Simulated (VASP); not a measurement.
Here is a VASP 6.6.1 calculation.

INCAR

```
SYSTEM = Al18Cu
PREC     = Accurate       ! precision mode
ENCUT    = 520            ! plane-wave cutoff, eV
EDIFF    = 1E-6           ! SCF threshold, eV
ISMEAR   = -1             ! smearing method
SIGMA    = 0.1            ! smearing width, eV
LREAL    = Auto         
LASPH    = .True.         ! aspherical terms in the spheres
NELM     = 80             ! most SCF steps
ALGO     = Normal         ! electronic algorithm
ISIF     = 2              ! what is computed and relaxed
LWAVE    = .False.        ! write WAVECAR
LCHARG   = .False.        ! write CHGCAR
GGA      = PE             ! functional
NBANDS   = 48             ! bands
```

Contents of KPOINTS:

```
Automatic mesh
0
Gamma
  2 3 1
  0 0 0
```

File POSCAR:

```
Al18Cu
1.0
   12.1500000000      0.0000000000      0.0000000000
    0.0000000000      5.7275650000      0.0000000000
    0.0000000000      0.0000000000     15.8637820000
Al Cu
18 1
Direct
    0.0000000000      0.0000000000      0.0630367000
    0.3333333000      0.0000000000      0.0630367000
    0.6666667000      0.0000000000      0.0630367000
    0.0000000000      0.5000000000      0.0630367000
    0.3333333000      0.5000000000      0.0630367000
    0.6666667000      0.5000000000      0.0630367000
    0.1615324764      0.2502291400      0.1560521884
    0.5051344826      0.2502277035      0.1560522154
    0.8333333217      0.2507923137      0.1317115568
    0.1636280692      0.7501983047      0.1572625438
    0.5030387739      0.7501991888      0.1572624557
    0.8333334923      0.7506739902      0.1425645737
   -0.0096449576     -0.0059831140      0.2426374055
    0.3333323779      0.0011995348      0.2398004375
    0.6763128303     -0.0059839976      0.2426398603
   -0.0095239871      0.5059669056      0.2424247937
    0.3333343955      0.4978183489      0.2398478602
    0.6761920763      0.5059655482      0.2424211218
    0.8333338580      0.2502084913      0.2871900684
```

Potentials or basis: VASP PAW PBE potentials, release 64 (Al, Cu).

The run is started by

```bash
$ cat potpaw_PBE.64/Al/POTCAR potpaw_PBE.64/Cu/POTCAR > POTCAR
$ mpirun -np 1 vasp_std > vasp.out
```

Q: Estimate the largest force.

A: 0.317 eV/Å.

Q: What does it give for the band gap on the k mesh?

A: Zero (an odd number of electrons rules out a gap without spin polarisation).

Forces on the atoms (eV/Å):
```
Al   0.276 -0.128 -0.054
Al   0.000  0.051  0.078
Al  -0.276 -0.128 -0.054
Al   0.278  0.138 -0.062
Al   0.000 -0.050  0.080
Al  -0.278  0.138 -0.062
Al   0.007 -0.007 -0.002
Al  -0.007 -0.007 -0.002
Al   0.000 -0.014  0.013
Al   0.000 -0.002  0.006
Al   0.000 -0.002  0.006
Al   0.000 -0.007 -0.008
Al   0.011  0.006  0.003
Al   0.000 -0.001  0.002
Al  -0.011  0.006  0.003
Al   0.005 -0.002  0.014
Al   0.000  0.009 -0.003
Al  -0.005 -0.002  0.014
Cu   0.000  0.000  0.028
```

Caveat: the k points lie up to 0.37 Å⁻¹ apart, too coarse for converged energies and pressures of a metal.
